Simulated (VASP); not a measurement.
A run of VASP 6.6.1 is set up as follows.

Contents of INCAR:

```
PREC = Accurate ; ENCUT = 500
EDIFF = 1E-6 ; ISMEAR = -1
SIGMA = 0.02 ; LREAL = F
LASPH = T ; NELM = 120
ALGO = Normal ; ISIF = 2
LWAVE = F ; LCHARG = F
GGA = PE ; NBANDS = 16
GGA_COMPAT = F
```

KPOINTS

```
regular mesh
0
Gamma
  9 9 9
```

The input POSCAR:

```
HgSe
1.0
    0.0000000000      3.0561065462      3.0561065462
    3.0561065462      0.0000000000      3.0561065462
    3.0561065462      3.0561065462      0.0000000000
Hg Se
1 1
Direct
    0.0000000000      0.0000000000      0.0000000000
    0.7500000000      0.7500000000      0.7500000000
```

Potentials or basis: VASP PAW PBE potentials, release 64 (Hg, Se).

The run is started by

```bash
$ cat potpaw_PBE.64/Hg/POTCAR potpaw_PBE.64/Se/POTCAR > POTCAR
$ mpirun -np 1 vasp_std > vasp.out
```

(1) Estimate the pressure.

(2) Predict the band gap on the k mesh.

Results:

(1) 3.9 GPa.

(2) zero (filled and empty bands touch).

Caveat: spin-orbit coupling is left out, which moves the levels of the heavy elements.
